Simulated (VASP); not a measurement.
Set up this calculation in VASP 6.6.1, as the native input.

```
Task                   : single point
Functional             : PBE
Potentials or basis    : VASP PAW PBE potentials, release 64 (Ba_sv, O)
Cutoff                 : 600 eV
k mesh                 : 8 × 8 × 8
Occupations            : fermi-dirac, width 0.02 eV
Spin                   : no spin polarisation
Dipole correction      : no
Further INCAR settings : ALGO = Normal; EDIFF = 1e-06; NBANDS = 15
```

The structure of BaO lies in POSCAR:

```
BaO
1.0
    0.0000000000      2.7128332818      2.7128332818
    2.7128332818      0.0000000000      2.7128332818
    2.7128332818      2.7128332818      0.0000000000
Ba O
1 1
Direct
    0.0000000000      0.0000000000      0.0000000000
    0.5000000000      0.5000000000      0.5000000000
```

The input as run:

INCAR

```
SYSTEM = BaO
  ALGO = Normal
  EDIFF = 1E-6
  ENCUT = 600
  GGA = PE
  GGA_COMPAT = .FALSE.
  ISIF = 2
  ISMEAR = -1
  LASPH = .TRUE.
  LCHARG = .FALSE.
  LREAL = .FALSE.
  LWAVE = .FALSE.
  NBANDS = 15
  NELM = 120
  PREC = Accurate
  SIGMA = 0.02
```

KPOINTS

```
k-points
0
G
  8 8 8
  0 0 0
```

Potentials or basis: VASP PAW PBE potentials, release 64 (Ba_sv, O).

Command:

```console
$ cat potpaw_PBE.64/Ba_sv/POTCAR potpaw_PBE.64/O/POTCAR > POTCAR
$ mpirun -np 1 vasp_std > vasp.out
```

It gave:

```json
{"Pressure": "8.8 GPa", "Band gap on the k mesh": "1.74 eV"}
```

Caveat: the cell stands under pressure; spin-orbit coupling is left out, which moves the levels of the heavy elements.

It took 32 s on 1 thread of AMD EPYC 7R13 (shared host), peak memory 0.15 GiB.
